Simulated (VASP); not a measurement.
Set up this calculation in VASP 6.6.1, as the native input.

- Task: single point
- Functional: LDA
- Potentials or basis: VASP PAW LDA potentials, release 64 (Sr_sv, Cl)
- Cutoff: 520 eV
- k mesh: 4 × 4 × 4
- Occupations: gaussian, width 0.01 eV
- Spin: no spin polarisation
- Dipole correction: no
- Further INCAR settings: ALGO = Normal; EDIFF = 1e-07; NBANDS = 19

The structure of SrCl2 lies in POSCAR:

```
SrCl2
1.0
    2.4567214732      1.4183888039      4.0153159702
   -2.4567214732      1.4183888039      4.0153159702
    0.0000000000     -2.8367776077      4.0153159702
Sr Cl
1 2
Direct
    0.0000000000      0.0000000000      0.0000000000
    0.2499511378      0.2499511378      0.2499511378
    0.7500488622      0.7500488622      0.7500488622
```

The input as run:

INCAR

```
SYSTEM = SrCl2
  PREC = Accurate
  ENCUT = 520
  EDIFF = 1E-7
  ISMEAR = 0
  SIGMA = 0.01
  LREAL = .False.
  LASPH = .True.
  NELM = 60
  ALGO = Normal
  ISIF = 2
  LWAVE = .False.
  LCHARG = .False.
  NBANDS = 19
```

KPOINTS

```
regular mesh
0
Gamma
  4 4 4
  0 0 0
```

Potentials or basis: VASP PAW LDA potentials, release 64 (Sr_sv, Cl).

Launch:

```bash
$ cat potpaw_LDA.64/Sr_sv/POTCAR potpaw_LDA.64/Cl/POTCAR > POTCAR
$ mpirun -np 1 vasp_std > vasp.out
```

Results of the run:

* Pressure: -2.4 GPa
* Band gap on the k mesh: 4.93 eV, indirect (least direct gap 5.14 eV)

Wall time 14 s on 1 thread of Intel Xeon 6975P-C (shared host), peak memory 0.19 GiB.
